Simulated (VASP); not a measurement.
The system is CaHg.

```
CELL_PARAMETERS angstrom
3.75465 0.00000 0.00000
0.00000 3.75465 0.00000
0.00000 0.00000 3.75465
ATOMIC_POSITIONS crystal
Ca 0.00000 0.00000 0.00000
Hg 0.50000 0.50000 0.50000
```

- Program: VASP 6.6.1
- Task: relaxation of cell and atoms
- Functional: LDA
- Potentials or basis: VASP PAW LDA potentials, release 64 (Ca_sv, Hg_sv_GW)
- Cutoff: 550 eV
- k mesh: 5 × 5 × 5
- Occupations: fermi-dirac, width 0.15 eV
- Spin: no spin polarisation

At the start: pressure -3.4 GPa; volume 26.47 Å³/atom.

**Question.** How do energy, volume and symmetry change on relaxing?

**Answer.** Over 3 steps the energy falls by 22.5 meV/atom and the volume is 24.47 Å³/atom (-7.5 %); space group Pm-3m (No. 221, to 0.1 Å) before and after.

Step by step:
```
step  energy change (eV)  largest force (eV/Å)  pressure (GPa)  volume (Å³)
   1              0.0000                0.0000           -3.37        52.93
   2             -0.0448                0.0000            0.18        48.78
   3             -0.0449                0.0000            0.00        48.95
```

Final structure:
```xyz
2
Lattice="3.6580 0.0000 0.0000 0.0000 3.6580 0.0000 0.0000 0.0000 3.6580" Properties=species:S:1:pos:R:3 pbc="T T T"
Ca    0.0000    0.0000    0.0000
Hg    1.8290    1.8290    1.8290
```
